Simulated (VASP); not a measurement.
# Ga (Fm-3m) in VASP: further runs

Ga is run at these levels: PBEsol; tasks: single point, relaxation of cell and atoms.

Program: VASP 6.6.1. These are calculated values, not measurements. Logs are shortened: lines on timing, memory, paths and dates and some standing lists are left out, and cuts for length are marked.

### 1 The cell of the first run

The structure is cubic, space group Fm-3m (No. 225). The conventional cell has a = 4.144 Å, b = 4.144 Å, c = 4.144 Å, α = 90.00°, β = 90.00°, γ = 90.00°. Ga (site symmetry m-3m) has 12 Ga at 2.93 Å within 3.9 Å.

This isn't the form of Ga at room conditions, which is orthorhombic.

### 2 Single point, PBEsol

INCAR reads:

```
SYSTEM = Ga
PREC = Accurate
ENCUT = 520
EDIFF = 1E-6
ISMEAR = 0
SIGMA = 0.1
LREAL = .FALSE.
LASPH = .TRUE.
NELM = 60
ALGO = Normal
ISIF = 2
LWAVE = .FALSE.
LCHARG = .FALSE.
GGA = PS
NBANDS = 12
```

KPOINTS reads:

```
Automatic mesh
0
G
  18 18 18
  0 0 0
```

POSCAR reads:

```
Ga
1.0
    0.0000000000      2.0720949401      2.0720949401
    2.0720949401      0.0000000000      2.0720949401
    2.0720949401      2.0720949401      0.0000000000
Ga
1
Direct
    0.0000000000      0.0000000000      0.0000000000
```

Potentials or basis: VASP PAW PBE potentials, release 64 (Ga_d).

The run is started by

```
$ cat potpaw_PBE.64/Ga_d/POTCAR > POTCAR
$ mpirun -np 1 vasp_std > vasp.out
```

OUTCAR:

```text
SYSTEM = Ga
   PREC = Accurate
   ENCUT = 520
   EDIFF = 1E-6
   ISMEAR = 0
   LREAL = .FALSE.
   LASPH = .TRUE.
   NELM = 60
   ISIF = 2
   GGA = PS

 ion  position               nearest neighbor table
   1  0.000  0.000  0.000-

  LATTYP: Found a face centered cubic cell.
 ALAT       =     4.1441898802

  Lattice vectors:

 A1 = (   0.0000000000,   2.0720949401,   2.0720949401)
 A2 = (   2.0720949401,   0.0000000000,   2.0720949401)
 A3 = (   2.0720949401,   2.0720949401,   0.0000000000)

Analysis of symmetry for initial positions (statically):
=====================================================================
 Subroutine PRICEL returns:
 Original cell was already a primitive cell.

 Routine SETGRP: Setting up the symmetry group for a
 face centered cubic supercell.

 Subroutine GETGRP returns: Found 48 space group operations
 (whereof 48 operations were pure point group operations)
 out of a pool of 48 trial point group operations.

The static configuration has the point symmetry O_h .

Analysis of symmetry for dynamics (positions and initial velocities):
=====================================================================
 Subroutine PRICEL returns:
 Original cell was already a primitive cell.

 Routine SETGRP: Setting up the symmetry group for a
 face centered cubic supercell.

 Subroutine GETGRP returns: Found 48 space group operations
 (whereof 48 operations were pure point group operations)
 out of a pool of 48 trial point group operations.

The dynamic configuration has the point symmetry O_h .

 Subroutine INISYM returns: Found 48 space group operations
 (whereof 48 operations are pure point group operations),
 and found     1 'primitive' translations

----------------------------------------------------------------------------------------

                                     Primitive cell

  volume of cell :      17.7934

  direct lattice vectors                    reciprocal lattice vectors
     0.000000000  2.072094940  2.072094940    -0.241301685  0.241301685  0.241301685
     2.072094940  0.000000000  2.072094940     0.241301685 -0.241301685  0.241301685
     2.072094940  2.072094940  0.000000000     0.241301685  0.241301685 -0.241301685

  length of vectors
     2.930384767  2.930384767  2.930384767     0.417946778  0.417946778  0.417946778

  position of ions in fractional coordinates (direct lattice)
     0.000000000  0.000000000  0.000000000

  ion indices of the primitive-cell ions
   primitive index   ion index
                 1           1

[... 81 lines left out ...]
   PSTRESS=    0.0 pullay stress
   NELECT =      13.0000    total number of electrons
   NUPDOWN=      -1.0000    fix difference up-down
   EMIN   =  10.00;   EMAX   =-10.00  energy-range for DOS
   EFERMI =   0.00;   METHOD = LEGACY
   ISMEAR =     0;   SIGMA  =   0.10  broadening in eV -4-tet -1-fermi 0-gaus
   EFERMI_NEDOS =   21; number of points for ismear=-14 and -15
   IALGO  =     38    algorithm
   IMIX   =      4    mixing-type and parameters
     AMIX     =   0.40;   BMIX     =  1.00
     AMIX_MAG =   1.60;   BMIX_MAG =  1.00
  volume/ion in A,a.u.               =      17.79       120.08
  Fermi-wavevector in a.u.,A,eV,Ry     =   1.474471  2.786347 29.579955  2.174065
  Thomas-Fermi vector in A             =   2.589238
   LORBIT       =      0    0 simple, 1 ext, 2 COOP (PROOUT), +10 PAW based schemes
   GGA     = PS    functional components
   LHFCALC =     F    Hartree Fock is set to
   AEXX    =    0.0000 exact exchange contribution
   IVDW    =     0    specifies the selected vdW correction
   LEPSILON=     F    determine dielectric tensor
   LRPA    =     F    only Hartree local field effects (RPA)
 non-spin polarized calculation
 Gauss-broadening in eV      SIGMA  =   0.10
  energy-cutoff  :      520.00
  volume of cell :       17.79
 maximum number of plane-waves:       531
 NGX is ok and might be reduce to    24
   NGX = 11   NGY = 11   NGZ = 11

 number of electron      12.9999991 magnetization

 Free energy of the ion-electron system (eV)
  ---------------------------------------------------
  ext. energy  EPLUGINS =         0.00000000
  ---------------------------------------------------
  free energy    TOTEN  =        -3.33421655 eV

  energy without entropy =       -3.33234665  energy(sigma->0) =       -3.33328160

 E-fermi :   6.0410     XC(G=0): -11.4478

 val. band max:        6.0276075891   @ k =  -0.3333   0.0556   0.0000
 cond. band min:       6.0468709723   @ k =  -0.4444   0.3333   0.1111
 fundamental gap:      0.0192633831
 Fermi energy:         6.0409970478

 k-point     1 :       0.0000    0.0000    0.0000
  band No.  band energies     occupation
      1      -8.9264      2.00000
      2      -8.9264      2.00000
      3      -8.9264      2.00000
      4      -8.7851      2.00000
      5      -8.7851      2.00000
      6      -5.5507      2.00000
      7      18.8246      0.00000
      8      18.8246      0.00000
      9      18.8246      0.00000
     10      22.1350      0.00000
     11      22.5723      0.00000
     12      22.5723      0.00000
[... 331 lines left out ...]
 k-point    24 :      -0.2222    0.0556    0.0000
  band No.  band energies     occupation
      1      -8.9606      2.00000
      2      -8.8918      2.00000
      3      -8.8872      2.00000
      4      -8.7802      2.00000
      5      -8.7480      2.00000
      6      -3.8996      2.00000
      7      10.1623      0.00000
      8      15.5375      0.00000
      9      17.9749      0.00000
     10      21.0847      0.00000
     11      22.6907      0.00000
     12      23.0415      0.00000

 [... further k-points ...]

------------------------ aborting loop because EDIFF is reached ----------------------------------------

  FORCE on cell =-STRESS in cart. coord.  units (eV):
  Direction    XX          YY          ZZ          XY          YZ          ZX
  --------------------------------------------------------------------------------------
  -------------------------------------------------------------------------------------
  Total        0.0002651      0.0002651      0.0002651     -0.0000000      0.0000000     -0.0000000
  in kB        0.0238745      0.0238745      0.0238745     -0.0000000      0.0000000     -0.0000000
  external PRESSURE =       0.0238745 kB  Pullay stress =       0.0000000 kB

 VOLUME and BASIS-vectors are now :
 -----------------------------------------------------------------------------
  energy-cutoff  :      520.00
  volume of cell :       17.79
      direct lattice vectors                 reciprocal lattice vectors
     0.000000000  2.072094940  2.072094940    -0.241301685  0.241301685  0.241301685
     2.072094940  0.000000000  2.072094940     0.241301685 -0.241301685  0.241301685
     2.072094940  2.072094940  0.000000000     0.241301685  0.241301685 -0.241301685

 POSITION                                       TOTAL-FORCE (eV/Angst)
 -----------------------------------------------------------------------------------
      0.00000      0.00000      0.00000         0.000000     -0.000000     -0.000000
 -----------------------------------------------------------------------------------
    total drift:                               -0.000000      0.000000     -0.000000

  FREE ENERGIE OF THE ION-ELECTRON SYSTEM (eV)
  ---------------------------------------------------
  free  energy   TOTEN  =        -3.3342165534 eV

  energy  without entropy=       -3.3323466506  energy(sigma->0) =       -3.33328160
```

OSZICAR:

```text
N       E                     dE             d eps       ncg     rms          rms(c)
DAV:   1     0.430077799548E+02    0.43008E+02   -0.66959E+03  5012   0.192E+03
DAV:   2    -0.127868181474E+01   -0.44286E+02   -0.42576E+02  4920   0.260E+02
DAV:   3    -0.336321841769E+01   -0.20845E+01   -0.20794E+01  5436   0.456E+01
DAV:   4    -0.337936010812E+01   -0.16142E-01   -0.16140E-01  5532   0.425E+00
DAV:   5    -0.337953425507E+01   -0.17415E-03   -0.17414E-03  5580   0.424E-01    0.974E-01
DAV:   6    -0.334263263339E+01    0.36902E-01   -0.61218E-02  5824   0.521E+00    0.451E-01
DAV:   7    -0.333522183453E+01    0.74108E-02   -0.87699E-03  6156   0.165E+00    0.135E-01
DAV:   8    -0.333421456807E+01    0.10073E-02   -0.78600E-04  6064   0.498E-01    0.677E-03
DAV:   9    -0.333421590175E+01   -0.13337E-05   -0.61974E-06  5936   0.428E-02    0.337E-03
DAV:  10    -0.333421655341E+01   -0.65166E-06   -0.25720E-07  3812   0.814E-03
   1 F= -.33342166E+01 E0= -.33332816E+01  d E =-.186990E-02
```

It took 39 s on 1 thread of Intel Xeon 8259CL, shared host; peak memory 0.17 GiB.

What came out:

| Property | Result |
| --- | --- |
| Free energy | -3.3342 eV |
| Pressure | 0.0 GPa |
| Band gap on the k mesh | zero (an odd number of electrons rules out a gap without spin polarisation) |

Levels at points of the mesh, in eV from the Fermi level:
```tsv
k point	band 2	band 3	band 4	band 5	band 6	band 7	band 8	band 9	band 10	band 11
(0.00, 0.00, 0.00)	-14.97	-14.97	-14.83	-14.83	-11.59	12.78	12.78	12.78	16.09	16.53
(0.50, 0.00, 0.00)	-14.96	-14.96	-14.71	-14.71	-5.09	-4.34	10.27	10.27	14.83	14.88
(0.50, 0.50, 0.00)	-15.11	-14.71	-14.68	-14.68	-2.84	-2.31	5.02	5.02	8.52	8.78
```

Caveat: the PAW data sets were made with another functional, which shifts forces and pressure a little.

### 3 Relaxation of cell and atoms, PBEsol

This run uses another cell than the first one, of 17.70 Å³/atom.

INCAR reads:

```
  ALGO = Fast
  EDIFF = 1E-6
  EDIFFG = -0.01
  ENCUT = 600
  GGA = PS
  IBRION = 2
  ISIF = 3
  ISMEAR = 0
  LASPH = True
  LCHARG = False
  LREAL = False
  LWAVE = False
  NELM = 60
  NSW = 80
  PREC = Accurate
  SIGMA = 0.1
```

KPOINTS reads:

```
k-points
0
Gamma
  18 18 18
```

POSCAR reads:

```
Ga
1.0
    0.0000000000      2.0685285464      2.0685285464
    2.0685285464      0.0000000000      2.0685285464
    2.0685285464      2.0685285464      0.0000000000
Ga
1
Direct
    0.0000000000      0.0000000000      0.0000000000
```

Potentials or basis: VASP PAW PBE potentials, release 64 (Ga_d).

The run is started by

```
$ cat potpaw_PBE.64/Ga_d/POTCAR > POTCAR
$ mpirun -np 1 vasp_std > vasp.out
```

Wall time 54 s (1 thread of Intel Xeon 8259CL, shared host); peak memory 0.17 GiB.

Results (log left out):

```yaml
Free_energy: -3.3341 eV
Relaxed_volume: 17.81 Å³/atom
Relaxed_cell: a = 2.931 Å, b = 2.931 Å, c = 2.931 Å, α = 60.00°, β = 60.00°, γ = 60.00°
Space_group_after_relaxing_to_0.1_Å: Fm-3m (No. 225)
Energy_gained_by_relaxing: 0.1 meV/atom
Ionic_steps: 2
Pressure_after_relaxing: 0.0 GPa
Band_gap_on_the_k_mesh: zero (an odd number of electrons rules out a gap without spin polarisation)
```

Final structure:
```cif
data_structure
_symmetry_space_group_name_H-M 'P 1'
_symmetry_Int_Tables_number 1
_cell_length_a 2.9312
_cell_length_b 2.9312
_cell_length_c 2.9312
_cell_angle_alpha 60.000
_cell_angle_beta 60.000
_cell_angle_gamma 60.000
_cell_volume 17.81
loop_
_atom_site_label
_atom_site_type_symbol
_atom_site_fract_x
_atom_site_fract_y
_atom_site_fract_z
_atom_site_occupancy
Ga1 Ga 0.00000 0.00000 0.00000 1
```

Levels at points of the mesh, in eV from the Fermi level:
| k point | band 3 | band 4 | band 5 | band 6 | band 7 | band 8 | band 9 | band 10 |
| --- | --- | --- | --- | --- | --- | --- | --- | --- |
| (0.00, 0.00, 0.00) | -14.97 | -14.82 | -14.82 | -11.58 | 12.77 | 12.77 | 12.77 | 16.11 |
| (0.50, 0.00, 0.00) | -14.96 | -14.71 | -14.71 | -5.08 | -4.34 | 10.27 | 10.27 | 14.87 |
| (0.50, 0.50, 0.00) | -14.71 | -14.68 | -14.68 | -2.83 | -2.32 | 5.02 | 5.02 | 8.52 |

Caveat: the PAW data sets were made with another functional, which shifts forces and pressure a little. Zero-point motion and thermal expansion aren't in these numbers.
